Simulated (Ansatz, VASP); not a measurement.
## Two plane-wave programs on LiH

File INCAR:

```
PREC = Accurate
ENCUT = 520
EDIFF = 1E-8
ISMEAR = 1
SIGMA = 0.005
LREAL = F
LASPH = T
NELM = 60
ALGO = Normal
ISIF = 2
LWAVE = F
LCHARG = F
GGA = CA
LEFG = T
NBANDS = 9
```

The input KPOINTS:

```
regular mesh
0
Gamma
  13 13 13
```

File POSCAR:

```
LiH
1.0
    0.0000000000      2.1590569286      2.1590569286
    2.1590569286      0.0000000000      2.1590569286
    2.1590569286      2.1590569286      0.0000000000
Li H
1 1
Direct
    0.0000000000      0.0000000000      0.0000000000
    0.2500000000      0.2500000000      0.2500000000
```

Input for Ansatz:

```yaml
crystal:
  lattice:
    - [0.0, 2.1590569286, 2.1590569286]
    - [2.1590569286, 0.0, 2.1590569286]
    - [2.1590569286, 2.1590569286, 0.0]
  atoms:
    - { symbol: Li, position: [0.0, 0.0, 0.0] }
    - { symbol: H, position: [0.25, 0.25, 0.25] }
kpoints:
  mp_grid: { grid: [13, 13, 13] }
scf:
  occupations: { method: cold, width: 0.005 }
hamiltonian:
  xc: lda
  pseudopotentials: { kind: paw }
output:
  forces: true
  stress: true
  eigenvalues: true
  efg: { contact_densities: true }
basis:
  xc_grid: 3
```

Alike in both runs: task electric field gradients; functional LDA; k mesh 13 × 13 × 13; no spin polarisation.

```csv
,VASP,Ansatz
version,VASP 6.6.1,Ansatz 0.2.0
potentials or method,"VASP PAW LDA potentials, release 64 (Li_sv, H)","PAW with Ansatz's default frozen-core files, scalar-relativistic"
plane-wave cutoff (eV),520,420
occupations,"methfessel-paxton of order 1, width 0.005 eV","cold, width 0.005 eV"
valence electrons in the cell,4,4
```

```csv
,VASP,Ansatz,Ansatz less VASP
gap on the k mesh at the Fermi level (eV),4.04,4.03,-0.003
```

LDA's correlation is that of Perdew and Zunger in VASP and of Perdew and Wang (1992) in Ansatz.

Noted on VASP's run: the cutoff is short for stress, so the pressure is rough.
